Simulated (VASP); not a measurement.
**Te: relaxation of shape and atoms at fixed volume with r2SCAN**

The system is Te.

```
Te
1.0
     2.22916    1.28700    1.76492
    -2.22916    1.28700    1.76492
     0.00000   -2.57401    1.76492
Te
1
Direct
  0.50000 0.50000 0.50000
```

| Property | Result |
| --- | --- |
| Program | VASP 6.6.1 |
| Task | relaxation of shape and atoms at fixed volume |
| Functional | r2SCAN |
| Potentials or basis | VASP PAW PBE potentials, release 64 (Te) |
| Cutoff | 600 eV |
| k mesh | 15 × 15 × 15 |
| Occupations | gaussian, width 0.1 eV |
| Spin | no spin polarisation |
| Dipole correction | no |
| Further INCAR settings | ALGO = Normal; EDIFF = 1e-06; IBRION = 2; EDIFFG = -0.01; NSW = 50; ISIF = 4 |

```yaml
Energy_gained_by_relaxing: 3.5 meV/atom
Ionic_steps: 9
Pressure_after_relaxing: 2.6 GPa
Band_gap_on_the_k_mesh: zero (bands 3 and 4 overlap by 4.92 eV)
```

Step by step:
| step | energy change (eV) | largest force (eV/Å) | pressure (GPa) | volume (Å³) |
| --- | --- | --- | --- | --- |
| 1 | 0.0000 | 0.0000 | 3.87 | 30.38 |
| 2 | -0.0001 | 0.0000 | 3.87 | 30.38 |
| 3 | -0.0003 | 0.0000 | 3.84 | 30.38 |
| 4 | -0.0007 | 0.0000 | 3.77 | 30.38 |
| 5 | -0.0013 | 0.0000 | 3.59 | 30.38 |
| 6 | -0.0031 | 0.0000 | 2.96 | 30.38 |
| 7 | 0.0128 | 0.0000 | 0.93 | 30.38 |
| 8 | -0.0035 | 0.0000 | 2.80 | 30.38 |
| 9 | -0.0035 | 0.0000 | 2.56 | 30.38 |

Final structure:
```cif
data_structure
_symmetry_space_group_name_H-M 'P 1'
_symmetry_Int_Tables_number 1
_cell_length_a 3.1418
_cell_length_b 3.1418
_cell_length_c 3.1418
_cell_angle_alpha 96.419
_cell_angle_beta 96.419
_cell_angle_gamma 96.419
_cell_volume 30.38
loop_
_atom_site_label
_atom_site_type_symbol
_atom_site_fract_x
_atom_site_fract_y
_atom_site_fract_z
_atom_site_occupancy
Te1 Te 0.50000 0.50000 0.50000 1
```

Levels at points of the mesh, in eV from the Fermi level:
| k point | band 1 | band 2 | band 3 | band 4 | band 5 | band 6 |
| --- | --- | --- | --- | --- | --- | --- |
| (0.00, 0.00, 0.00) | -14.68 | 0.95 | 1.87 | 1.87 | 6.60 | 6.60 |

Run time: 13 min on 1 thread of Intel(R) Xeon(R) 6975P-C (Granite Rapids), with other jobs on the host, peak memory 0.24 GiB.

Caveat: the PAW data sets were made with another functional, which shifts forces and pressure a little; spin-orbit coupling is left out, which moves the levels of the heavy elements.
